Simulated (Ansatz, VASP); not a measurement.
**BN in VASP and in Ansatz**

```xyz
2
Lattice="0.0000 1.8770 1.6604 1.8770 0.0000 1.6604 1.8770 1.8770 0.0000" Properties=species:S:1:pos:R:3 pbc="T T T"
B     0.0000    0.0000    0.0000
N     2.8155    2.8155    2.4906
```

Change from the starting cell: strain +0.040 along x and y, -0.080 along z, atoms carried along.

Alike in both runs: task single point; functional r2SCAN; k mesh 12 × 12 × 12; occupations gaussian, width 0.05 eV; no spin polarisation.

|  | VASP | Ansatz |
| --- | --- | --- |
| version | VASP 6.6.1 | Ansatz 0.2.0 |
| potentials or method | VASP PAW PBE potentials, release 64 (B, N), cutoff 520 eV | scalar-relativistic, plane waves, PAW |
| valence electrons in the cell | 8 | 8 |

```tsv
	VASP	Ansatz	Ansatz less VASP
gap on the k mesh at the Fermi level (eV)	3.04	3.06	+0.024
least direct gap on the mesh (eV)	8.47	8.50	+0.033
pressure (GPa)	2.8	1.7	-1.14
traceless stress, the component that is largest in VASP (GPa)	44.11	44.27	+0.160
```

VASP's potentials were made for PBE, not for r2SCAN.
